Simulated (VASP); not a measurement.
Input of a VASP 6.6.1 run:

The input INCAR:

```
SYSTEM = AlCo
  PREC = Accurate
  ENCUT = 600
  EDIFF = 1E-6
  ISMEAR = 0
  SIGMA = 0.1
  LREAL = .False.
  LASPH = .True.
  NELM = 120
  ALGO = Normal
  ISIF = 2
  LWAVE = .False.
  LCHARG = .False.
  GGA = PS
  NBANDS = 13
  GGA_COMPAT = .False.
```

The input KPOINTS:

```
regular mesh
0
Gamma
  6 6 6
  0 0 0
```

The input POSCAR:

```
AlCo
1.0
    2.8224064874      0.0000000000      0.0000000000
    0.0000000000      2.8224064874      0.0000000000
    0.0000000000      0.0000000000      2.8224064874
Al Co
1 1
Direct
    0.0000000000      0.0000000000      0.0000000000
    0.5000000000      0.5000000000      0.5000000000
```

Potentials or basis: VASP PAW PBE potentials, release 64 (Al, Co).

Command:

```sh
$ cat potpaw_PBE.64/Al/POTCAR potpaw_PBE.64/Co/POTCAR > POTCAR
$ mpirun -np 1 vasp_std > vasp.out
```

(1) Predict the band gap on the k mesh.

(2) Estimate the pressure.

## Answers

(1) zero (bands 6 and 7 overlap by 2.60 eV).

(2) 0.4 GPa.

Caveat: the k points lie up to 0.37 Å⁻¹ apart, too coarse for converged energies and pressures of a metal; the PAW data sets were made with another functional, which shifts forces and pressure a little; the run has no spin polarisation, though such a crystal can be magnetic.
